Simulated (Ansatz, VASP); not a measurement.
**TePb in VASP and in Ansatz**

File POSCAR:

```
TePb
1.0
    0.0000000000      3.6047087695      3.6047087695
    3.6047087695      0.0000000000      3.6047087695
    3.6047087695      3.6047087695      0.0000000000
Pb Te
1 1
Direct
    0.0000000000      0.0000000000      0.0000000000
    0.2500000000      0.2500000000      0.2500000000
```

File INCAR.step1:

```
SYSTEM = TePb
ALGO = Normal
EDIFF = 1E-4
ENCUT = 520
GGA = PE
ISMEAR = 0
LASPH = .True.
LCHARG = .False.
LREAL = .False.
LWAVE = .True.
NBANDS = 17
NELM = 60
PREC = Accurate
SIGMA = 0.01
```

File INCAR.step2:

```
SYSTEM = TePb
ALGO = Normal
EDIFF = 1E-7
ENCUT = 520
ISIF = 2
ISMEAR = 0
ISTART = 1
LASPH = .True.
LCHARG = .False.
LMIXTAU = .True.
LREAL = .False.
LWAVE = .False.
METAGGA = R2SCAN
NBANDS = 17
NELM = 60
PREC = Accurate
SIGMA = 0.01
```

KPOINTS

```
k-points
0
Gamma
  6 6 6
  0 0 0
```

Input for Ansatz:

```yaml
crystal:
  lattice:
    - [0.0, 3.6047087695, 3.6047087695]
    - [3.6047087695, 0.0, 3.6047087695]
    - [3.6047087695, 3.6047087695, 0.0]
  atoms:
    - { symbol: Pb, position: [0.0, 0.0, 0.0] }
    - { symbol: Te, position: [0.25, 0.25, 0.25] }
kpoints:
  mp_grid: { grid: [6, 6, 6] }
hamiltonian:
  xc: r2scan
scf:
  occupations: { method: fixed }
  n_extra_bands: 4
output:
  forces: true
  stress: true
  eigenvalues: true
```

Alike in both runs: task single point; functional r2SCAN; k mesh 6 × 6 × 6; no spin polarisation.

|  | VASP | Ansatz |
| --- | --- | --- |
| version | VASP 6.6.1 | Ansatz 0.2.0 |
| potentials or method | VASP PAW PBE potentials, release 64 (Pb_d, Te) | plane waves, PAW |
| plane-wave cutoff (eV) | 520 | 500 |
| occupations | gaussian, width 0.01 eV | fixed |
| valence electrons in the cell | 20 | 30 |

```csv
,VASP,Ansatz,Ansatz less VASP
gap on the k mesh at the Fermi level (eV),0.84,0.85,+0.003
pressure (GPa),0.9,0.9,+0.01
```

VASP's potentials were made for PBE, not for r2SCAN. VASP's potentials hold 20 valence electrons a cell and Ansatz's 30, so a difference there can come from the potentials and not from the codes.

Spin-orbit coupling is off throughout.
